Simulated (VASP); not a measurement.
V, 1 atom in the cell. Symmetry: Im-3m, No. 229, cubic system. Conventional cell: a = 3.026 Å, b = 3.026 Å, c = 3.026 Å, α = 90.00°, β = 90.00°, γ = 90.00°. Within 3.5 Å of V (site symmetry m-3m) lie 14 V at 2.62 to 3.03 Å. 

* Program: VASP 6.6.1
* Task: relaxation of cell and atoms
* Functional: PBE
* Potentials or basis: VASP PAW PBE potentials, release 64 (V_sv)
* Cutoff: 600 eV
* k mesh: 20 × 20 × 20
* Occupations: gaussian, width 0.1 eV
* Spin: no spin polarisation
* Dipole correction: no
* Further INCAR settings: ALGO = Normal; EDIFF = 1e-06; IBRION = 2; EDIFFG = -0.005; NSW = 100; ISIF = 3

Potentials or basis: VASP PAW PBE potentials, release 64 (V_sv).

Command:

```bash
$ cat potpaw_PBE.64/V_sv/POTCAR > POTCAR
$ mpirun -np 1 vasp_std > vasp.out
```

Hardware: 1 thread of Intel(R) Xeon(R) Platinum 8259CL CPU @ 2.50GHz (Skylake/Cascade Lake), with other jobs on the host.

How long does it take, and how much memory?

Wall time 2.2 min on 1 thread of Intel(R) Xeon(R) Platinum 8259CL CPU @ 2.50GHz (Skylake/Cascade Lake) (shared host), peak memory 0.18 GiB. Counts: scf iterations 35, k points 256, ion steps 6.
